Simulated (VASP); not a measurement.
Write the native input for VASP 6.6.1 that does the following.

```
Task                   : single point
Functional             : r2SCAN
Potentials or basis    : VASP PAW PBE potentials, release 64 (C)
Cutoff                 : 520 eV
k mesh                 : 14 × 14 × 14
Occupations            : gaussian, width 0.05 eV
Spin                   : no spin polarisation
Dipole correction      : no
Further INCAR settings : ALGO = Normal; EDIFF = 1e-06; NBANDS = 11
```

Crystal: C.

```
C
1.0
     0.00000    2.12676    3.45491
     1.22792    0.00000    3.45491
     1.22792    2.12676    0.00000
C
2
Direct
  0.16670 0.83330 0.16670
  0.83330 0.16670 0.83330
```

This cell differs from its parent crystal: strain +0.000 along x and y, -0.030 along z.

One way to write it, as run:

POSCAR

```
C
1.0
    0.0000000000      2.1267565396      3.4549107515
    1.2279212041      0.0000000000      3.4549107515
    1.2279212041      2.1267565396      0.0000000000
C
2
Direct
    0.1667039277      0.8332960723      0.1667039277
    0.8332960723      0.1667039277      0.8332960723
```

INCAR.step1

```
PREC = Accurate
ENCUT = 520
ISMEAR = 0
SIGMA = 0.05
LREAL = F
LASPH = T
NELM = 80
NBANDS = 11
GGA = PE
ALGO = Normal
EDIFF = 1E-4
LWAVE = T
LCHARG = F
```

INCAR.step2

```
PREC = Accurate
ENCUT = 520
EDIFF = 1E-6
ISMEAR = 0
SIGMA = 0.05
LREAL = F
LASPH = T
NELM = 80
ALGO = Normal
ISIF = 2
LWAVE = F
LCHARG = F
METAGGA = R2SCAN
LMIXTAU = T
NBANDS = 11
ISTART = 1
```

KPOINTS

```
regular mesh
0
Gamma
  14 14 14
```

Potentials or basis: VASP PAW PBE potentials, release 64 (C).

The run is started by

```sh
$ cat potpaw_PBE.64/C/POTCAR > POTCAR
$ cp INCAR.step1 INCAR
$ mpirun -np 1 vasp_std > vasp.out
$ cp INCAR.step2 INCAR
$ mpirun -np 1 vasp_std > vasp.out
```

It gave:

```
Pressure      : 0.9 GPa
Largest force : 0.006 eV/Å
```

Caveat: the cell differs from its parent crystal (strain +0.000 along x and y, -0.030 along z); the PAW data sets were made with another functional, which shifts forces and pressure a little.

Run time: 6.3 min on 1 thread of Intel Xeon 8259CL, with other jobs on the host, peak memory 0.19 GiB.
